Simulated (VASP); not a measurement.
BiO4:

```
Bi O
1.0
    -2.15844    2.15844    3.13670
     2.15844   -2.15844    3.13670
     2.15844    2.15844   -3.13670
Bi O
1 4
Cartesian
  0.0000 0.0000 0.0000
  2.1584 0.0000 1.5683
  0.0000 2.1584 1.5683
  0.0000 0.0000 2.5301
  0.0000 0.0000 3.7433
```

| Item | Value |
| --- | --- |
| Program | VASP 6.6.1 |
| Task | relaxation of cell and atoms |
| Functional | PBE |
| Potentials or basis | VASP PAW PBE potentials, release 64 (Bi_d, O) |
| Cutoff | 600 eV |
| k mesh | 12 × 12 × 12 |
| Occupations | gaussian, width 0.1 eV |
| Spin | no spin polarisation |

At the start: pressure 1.2 GPa; volume 11.69 Å³/atom.

Q: Where does the relaxation end?

A: Over 11 steps the energy falls by 2.2 meV/atom; space group I4/mmm (No. 139, to 0.05 Å).

The path:
```tsv
step	energy change (eV)	largest force (eV/Å)	pressure (GPa)	volume (Å³)
1	0.0000	1.1974	1.21	58.45
2	0.2779	4.4107	-5.93	59.20
3	-0.0103	0.0708	-0.27	58.56
4	-0.0103	0.0120	-0.17	58.55
5	-0.0103	0.0328	-0.14	58.55
6	-0.0107	0.0214	0.00	58.47
7	-0.0108	0.0118	0.13	58.41
8	-0.0108	0.0125	0.13	58.41
9	-0.0108	0.0798	-0.08	58.48
10	-0.0108	0.0238	0.04	58.44
11	-0.0109	0.0001	-0.01	58.48
```

Final structure:
```yaml
crystal:
  lattice:
    - [-2.16113, 2.16113, 3.13033]
    - [2.16113, -2.16113, 3.13033]
    - [2.16113, 2.16113, -3.13033]
  atoms:
    - { symbol: Bi, position: [0.00000, 0.00000, 0.00000] }
    - { symbol: O, position: [0.25000, 0.75000, 0.50000] }
    - { symbol: O, position: [0.75000, 0.25000, 0.50000] }
    - { symbol: O, position: [0.40168, 0.40168, 0.00000] }
    - { symbol: O, position: [0.59832, 0.59832, 0.00000] }
```

Caveat: the standard files for N, O and F lose accuracy on very short bonds; an odd number of electrons without spin polarisation forces a metal; a magnetic or distorted state may lie lower.
